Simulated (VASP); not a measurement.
# Al3Co2Ru (P-3m1) in VASP: a series of runs, part 2 of 2

VASP 6.6.1. Earlier steps stand in the parts before.

## Step 5: Relaxation of cell and atoms, PBE

This run uses another cell than the first one, of 12.31 Å³/atom.

File INCAR:

```
SYSTEM = Al3Co2Ru
PREC = Accurate ; ENCUT = 600
EDIFF = 1E-6 ; ISMEAR = 0
SIGMA = 0.1 ; LREAL = .False.
LASPH = .True. ; NELM = 60
ALGO = Fast ; ISIF = 3
LWAVE = .False. ; LCHARG = .False.
GGA = PE ; IBRION = 2
NSW = 100 ; EDIFFG = -0.01
```

File KPOINTS:

```
regular mesh
0
Gamma
  12 12 8
  0 0 0
```

File POSCAR:

```
Al3Co2Ru
1.0
    4.1066315343      0.0000000000      0.0000000000
   -2.0533157671      3.5564472327      0.0000000000
    0.0000000000      0.0000000000      5.0562835964
Al Co Ru
3 2 1
Direct
    0.3333333333      0.6666666667      0.3255764201
    0.6666666667      0.3333333333      0.6744235799
    0.0000000000      0.0000000000      0.0000000000
    0.3333333333      0.6666666667      0.8369288681
    0.6666666667      0.3333333333      0.1630711319
    0.0000000000      0.0000000000      0.5000000000
```

Potentials or basis: VASP PAW PBE potentials, release 64 (Al, Co, Ru_pv).

Launch:

```bash
cat potpaw_PBE.64/Al/POTCAR potpaw_PBE.64/Co/POTCAR potpaw_PBE.64/Ru_pv/POTCAR > POTCAR
mpirun -np 1 vasp_std > vasp.out
```

OUTCAR:

```text
SYSTEM = Al3Co2Ru
   PREC = Accurate
   ENCUT = 600
   EDIFF = 1E-6
   ISMEAR = 0
   LREAL = .False.
   LASPH = .True.
   NELM = 60
   ISIF = 3
   GGA = PE
   IBRION = 2
   NSW = 100
   EDIFFG = -0.01

 ion  position               nearest neighbor table
   1  0.333  0.667  0.326-   4 2.47   5 2.51   5 2.51   5 2.51   6 2.53   6 2.53   6 2.53   4 2.59
                             3 2.89   3 2.89   3 2.89   2 2.96   2 2.96   2 2.96
   2  0.667  0.333  0.674-   5 2.47   4 2.51   4 2.51   4 2.51   6 2.53   6 2.53   6 2.53   5 2.59
                             3 2.89   3 2.89   3 2.89   1 2.96   1 2.96   1 2.96
   3  0.000  0.000  0.000-   4 2.51   5 2.51   4 2.51   5 2.51   5 2.51   4 2.51   6 2.53   6 2.53
                             1 2.89   2 2.89   1 2.89   2 2.89   1 2.89   2 2.89
   4  0.333  0.667  0.837-   1 2.47   2 2.51   2 2.51   2 2.51   3 2.51   3 2.51   3 2.51   1 2.59
                             5 2.89   5 2.89   5 2.89   6 2.92   6 2.92   6 2.92
   5  0.667  0.333  0.163-   2 2.47   1 2.51   1 2.51   1 2.51   3 2.51   3 2.51   3 2.51   2 2.59
                             4 2.89   4 2.89   4 2.89   6 2.92   6 2.92   6 2.92
   6  0.000  0.000  0.500-   3 2.53   3 2.53   1 2.53   2 2.53   1 2.53   2 2.53   2 2.53   1 2.53
                             5 2.92   4 2.92   5 2.92   4 2.92   5 2.92   4 2.92

  LATTYP: Found a hexagonal cell.
 ALAT       =     4.1066315343
 C/A-ratio  =     1.2312484220

  Lattice vectors:

 A1 = (   4.1066315343,   0.0000000000,   0.0000000000)
 A2 = (  -2.0533157671,   3.5564472327,   0.0000000000)
 A3 = (   0.0000000000,   0.0000000000,   5.0562835964)

Analysis of symmetry for initial positions (statically):
=====================================================================
 Subroutine PRICEL returns:
 Original cell was already a primitive cell.

 Routine SETGRP: Setting up the symmetry group for a
 hexagonal supercell.

 Subroutine GETGRP returns: Found 12 space group operations
 (whereof 12 operations were pure point group operations)
 out of a pool of 24 trial point group operations.

The static configuration has the point symmetry D_3d.

Analysis of symmetry for dynamics (positions and initial velocities):
=====================================================================
 Subroutine PRICEL returns:
 Original cell was already a primitive cell.

 Routine SETGRP: Setting up the symmetry group for a
 hexagonal supercell.

 Subroutine GETGRP returns: Found 12 space group operations
 (whereof 12 operations were pure point group operations)
 out of a pool of 24 trial point group operations.

The dynamic configuration has the point symmetry D_3d.

 Subroutine INISYM returns: Found 12 space group operations
 (whereof 12 operations are pure point group operations),
 and found     1 'primitive' translations

----------------------------------------------------------------------------------------

                                     Primitive cell

  volume of cell :      73.8471

  direct lattice vectors                    reciprocal lattice vectors
     4.106631534  0.000000000  0.000000000     0.243508577  0.140589742  0.000000000
    -2.053315767  3.556447233  0.000000000     0.000000000  0.281179485  0.000000000
     0.000000000  0.000000000  5.056283596     0.000000000  0.000000000  0.197773717

  length of vectors
     4.106631534  4.106631534  5.056283596     0.281179485  0.281179485  0.197773717

[... 72 lines left out ...]
   total plane-waves  NPLWV =  51840
   dimension x,y,z NGX =    36 NGY =   36 NGZ =   40
   dimension x,y,z NGXF=    72 NGYF=   72 NGZF=   80
   ions per type =               3   2   1
   NGX,Y,Z   is equivalent  to a cutoff of  14.57, 14.57, 13.15 a.u.
   NGXF,Y,Z  is equivalent  to a cutoff of  29.15, 29.15, 26.30 a.u.
 SYSTEM =  Al3Co2Ru
   PREC   = accura    normal or accurate (medium, high low for compatibility)
   ISTART =      0    job   : 0-new  1-cont  2-samecut
   ICHARG =      2    charge: 1-file 2-atom 10-const
   ISPIN  =      1    spin polarized calculation?
   LNONCOLLINEAR =      F non collinear calculations
   LSORBIT =      F    spin-orbit coupling
   LASPH  =      T    aspherical Exc in radial PAW
   ENCUT  =  600.0 eV  44.10 Ry    6.64 a.u.   8.20  8.20 10.10*2*pi/ulx,y,z
   NELM   =     60;   NELMIN=  2; NELMDL= -5     # of ELM steps
   EDIFF  = 0.1E-05   stopping-criterion for ELM
   LREAL  =      F    real-space projection
   EDIFFG = -.1E-01   stopping-criterion for IOM
   NSW    =    100    number of steps for IOM
   IBRION =      2    ionic relax: 0-MD 1-quasi-New 2-CG
   NFREE  =      1    steps in history (QN), initial steepest desc. (CG)
   ISIF   =      3    stress and relaxation
   ISYM   =      2    0-nonsym 1-usesym 2-fastsym
   POTIM  = 0.5000    time-step for ionic-motion
   TEBEG  =    0.0;   TEEND  =   0.0 temperature during run
   PSTRESS=    0.0 pullay stress
   NELECT =      41.0000    total number of electrons
   NUPDOWN=      -1.0000    fix difference up-down
   EMIN   =  10.00;   EMAX   =-10.00  energy-range for DOS
   EFERMI =   0.00;   METHOD = LEGACY
   ISMEAR =     0;   SIGMA  =   0.10  broadening in eV -4-tet -1-fermi 0-gaus
   EFERMI_NEDOS =   21; number of points for ismear=-14 and -15
   IALGO  =     68    algorithm
   IMIX   =      4    mixing-type and parameters
     AMIX     =   0.40;   BMIX     =  1.00
     AMIX_MAG =   1.60;   BMIX_MAG =  1.00
  volume/ion in A,a.u.               =      12.31        83.06
  Fermi-wavevector in a.u.,A,eV,Ry     =   1.345524  2.542673 24.632479  1.810436
  Thomas-Fermi vector in A             =   2.473430
   LORBIT       =      0    0 simple, 1 ext, 2 COOP (PROOUT), +10 PAW based schemes
   GGA     = PE    functional components
   LHFCALC =     F    Hartree Fock is set to
   AEXX    =    0.0000 exact exchange contribution
   IVDW    =     0    specifies the selected vdW correction
   LEPSILON=     F    determine dielectric tensor
   LRPA    =     F    only Hartree local field effects (RPA)
 conjugate gradient relaxation of ions
 non-spin polarized calculation
 RMM-DIIS sequential band-by-band and
 Gauss-broadening in eV      SIGMA  =   0.10
  energy-cutoff  :      600.00
  volume of cell :       73.85
 maximum number of plane-waves:      2486
 NGX is ok and might be reduce to    36
   NGX = 17   NGY = 17   NGZ = 21

--------------------------------------- Ionic step        1  -------------------------------------------

 number of electron      41.0000008 magnetization

 Free energy of the ion-electron system (eV)
  ---------------------------------------------------
  ext. energy  EPLUGINS =         0.00000000
  ---------------------------------------------------
  free energy    TOTEN  =       -38.33387342 eV

  energy without entropy =      -38.32531894  energy(sigma->0) =      -38.32959618

------------------------ aborting loop because EDIFF is reached ----------------------------------------

  FORCE on cell =-STRESS in cart. coord.  units (eV):
  Direction    XX          YY          ZZ          XY          YZ          ZX
  --------------------------------------------------------------------------------------
  -------------------------------------------------------------------------------------
  Total        0.0289845      0.0289845     -0.3112189      0.0000000      0.0000000     -0.0000000
  in kB        0.6288449      0.6288449     -6.7521648      0.0000000      0.0000000     -0.0000000
  external PRESSURE =      -1.8314917 kB  Pullay stress =       0.0000000 kB
[... 267 lines left out ...]
--------------------------------------- Ionic step        8  -------------------------------------------

 number of electron      41.0000005 magnetization

 Free energy of the ion-electron system (eV)
  ---------------------------------------------------
  ext. energy  EPLUGINS =         0.00000000
  ---------------------------------------------------
  free energy    TOTEN  =       -38.33423776 eV

  energy without entropy =      -38.32565811  energy(sigma->0) =      -38.32994793

 E-fermi :  10.3260     XC(G=0): -12.3192

 val. band max:       10.3171968342   @ k =   0.3333   0.0833   0.2500
 cond. band min:      10.3358473448   @ k =   0.0000   0.2500   0.3750
 fundamental gap:      0.0186505106
 Fermi energy:        10.3260331339

 k-point     1 :       0.0000    0.0000    0.0000
  band No.  band energies     occupation
      1     -31.6548      2.00000
      2     -31.6381      2.00000
      3     -31.6381      2.00000
      4      -0.0119      2.00000
      5       4.5540      2.00000
      6       5.2331      2.00000
[... 637 lines left out ...]
     23      12.3597      0.00000
     24      14.1927      0.00000

 [... further k-points ...]

------------------------ aborting loop because EDIFF is reached ----------------------------------------

  FORCE on cell =-STRESS in cart. coord.  units (eV):
  Direction    XX          YY          ZZ          XY          YZ          ZX
  --------------------------------------------------------------------------------------
  -------------------------------------------------------------------------------------
  Total       -0.0474669     -0.0474669      0.0139386     -0.0000000      0.0000000     -0.0000000
  in kB       -1.0302843     -1.0302843      0.3025425     -0.0000000      0.0000000     -0.0000000
  external PRESSURE =      -0.5860087 kB  Pullay stress =       0.0000000 kB
[... 21 lines left out ...]
  FREE ENERGIE OF THE ION-ELECTRON SYSTEM (eV)
  ---------------------------------------------------
  free  energy   TOTEN  =       -38.3342377625 eV

  energy  without entropy=      -38.3256581067  energy(sigma->0) =      -38.32994793

 reached required accuracy - stopping structural energy minimisation
```

Run time: 14 min. Hardware: 1 thread of Intel Xeon Platinum 8559C (Emerald Rapids), shared host; peak memory 0.46 GiB.

What came out:

- Free energy: -38.3342 eV
- Relaxed volume: 12.30 Å³/atom
- Relaxed cell: a = 4.111 Å, b = 4.111 Å, c = 5.044 Å, α = 90.00°, β = 90.00°, γ = 120.00°
- Space group after relaxing (to 0.1 Å): P-3m1 (No. 164)
- Energy gained by relaxing: 0.1 meV/atom
- Ionic steps: 8
- Pressure after relaxing: -0.1 GPa
- Largest force after relaxing: 0.009 eV/Å
- Band gap on the k mesh: zero (an odd number of electrons rules out a gap without spin polarisation)

Forces on the atoms (eV/Å):
```
Al   0.000  0.000  0.001
Al   0.000  0.000 -0.001
Al   0.000  0.000  0.000
Co   0.000  0.000 -0.009
Co   0.000  0.000  0.009
Ru   0.000  0.000  0.000
```

The path:
```tsv
step	energy change (eV)	largest force (eV/Å)	pressure (GPa)	volume (Å³)
1	0.0000	0.0141	-0.18	73.85
2	-0.0003	0.0129	0.16	73.70
3	-0.0003	0.0130	0.21	73.72
4	-0.0003	0.0130	0.21	73.73
5	-0.0003	0.0086	-0.08	73.84
6	-0.0004	0.0121	0.01	73.78
7	-0.0004	0.0101	0.06	73.79
8	-0.0004	0.0090	-0.06	73.81
```

Final structure:
```yaml
crystal:
  lattice:
    - [4.11056, 0.00000, 0.00000]
    - [-2.05528, 3.55985, 0.00000]
    - [0.00000, 0.00000, 5.04443]
  atoms:
    - { symbol: Al, position: [0.33333, 0.66667, 0.32541] }
    - { symbol: Al, position: [0.66667, 0.33333, 0.67459] }
    - { symbol: Al, position: [0.00000, 0.00000, 0.00000] }
    - { symbol: Co, position: [0.33333, 0.66667, 0.83674] }
    - { symbol: Co, position: [0.66667, 0.33333, 0.16326] }
    - { symbol: Ru, position: [0.00000, 0.00000, 0.50000] }
```

Caveat: the run has no spin polarisation, though such a crystal can be magnetic. Spin polarisation is off, so any magnetic state and its effect on volume and gap are missing.

## Step 6: Overview

| task | cell | cutoff (eV) | gap on the mesh (eV) | pressure (GPa) | largest force (eV/Å) |
| --- | --- | --- | --- | --- | --- |
| single point | a = 4.244, b = 4.244, c = 5.205 Å, angles 90.0, 90.0, 120.0°, 6 atoms | 520 | none | -14.4 | - |
| relaxation of shape and atoms at fixed volume | relaxed from a = 4.068, b = 4.068, c = 4.995 Å, angles 90.0, 90.0, 120.0°, 6 atoms | 600 | none | 5.9 | 0.01 |
| relaxation of cell and atoms | relaxed from a = 4.107, b = 4.107, c = 5.056 Å, angles 90.0, 90.0, 120.0°, 6 atoms | 600 | none | -0.1 | 0.01 |

Alike in all rows: level PBE; potentials or basis VASP PAW PBE potentials, release 64 (Al, Co, Ru_pv); no spin polarisation; k mesh 12 × 12 × 8; smearing gaussian 0.1 eV.

Caveats: the run has no spin polarisation, though such a crystal can be magnetic; the cell stands under tension (at least some runs).

Absolute energies hang on the potentials; compare differences alone.
